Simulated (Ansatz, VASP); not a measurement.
# Two plane-wave programs on AlRu

```
CELL_PARAMETERS angstrom
2.99000 0.00000 0.00000
0.00000 2.99000 0.00000
0.00000 0.00000 2.99000
ATOMIC_POSITIONS crystal
Ru 0.00000 0.00000 0.00000
Al 0.50000 0.50000 0.50000
```

Alike in both runs: task relaxation of cell and atoms; functional PBE; k mesh 16 × 16 × 16; occupations gaussian, width 0.3 eV; no spin polarisation.

```csv
,VASP,Ansatz
version,VASP 6.6.1,Ansatz 0.2.0
potentials or method,"VASP PAW PBE potentials, release 64 (Ru_pv, Al)","scalar-relativistic, plane waves, PAW"
plane-wave cutoff (eV),600,420
valence electrons in the cell,17,19
```

```tsv
	VASP	Ansatz	Ansatz less VASP
gap on the k mesh at the Fermi level, each at its own relaxed structure (eV)	none	none	-
relaxed volume (Å³/atom)	13.57	13.57	+0.005
relaxed cell length with the largest relative difference (Å)	3.005	3.005	+0.0004
```

A gap of «none» marks a metal or a gap that the smearing closes. VASP's potentials hold 17 valence electrons a cell and Ansatz's 19, so a difference there can come from the potentials and not from the codes.
